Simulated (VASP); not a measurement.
**CdTe: single point with PBEsol**

Crystal: CdTe.

```
Cd Te
1.0
     0.00000    3.24554    3.24554
     3.24554    0.00000    3.24554
     3.24554    3.24554    0.00000
Cd Te
1 1
Direct
  0.00000 0.00000 0.00000
  0.25000 0.25000 0.25000
```

```yaml
Program: VASP 6.6.1
Task: single point
Functional: PBEsol
Potentials_or_basis: VASP PAW PBE potentials, release 64 (Cd, Te)
Cutoff: 520 eV
k_mesh: 8 × 8 × 8
Occupations: gaussian, width 0.02 eV
Spin: no spin polarisation
```

The pressure is 0.1 GPa and the band gap on the k mesh is 0.65 eV, direct.

Levels at points of the mesh, in eV from the valence-band top:
```csv
k point,band 7,band 8,band 9,band 10,band 11,band 12
"(0.00, 0.00, 0.00)",0.00,0.00,0.00,0.65,4.55,4.55
"(0.50, 0.00, 0.00)",-4.45,-0.78,-0.78,1.73,5.13,5.13
"(0.50, 0.50, 0.00)",-4.33,-1.87,-1.87,2.50,2.60,8.70
```

Wall time 31 s on 1 thread of AMD EPYC 7R43 64-Core Processor (Zen 3), on a shared host, peak memory 0.18 GiB.

Caveat: the PAW data sets were made with another functional, which shifts forces and pressure a little; spin-orbit coupling is left out, which moves the levels of the heavy elements.
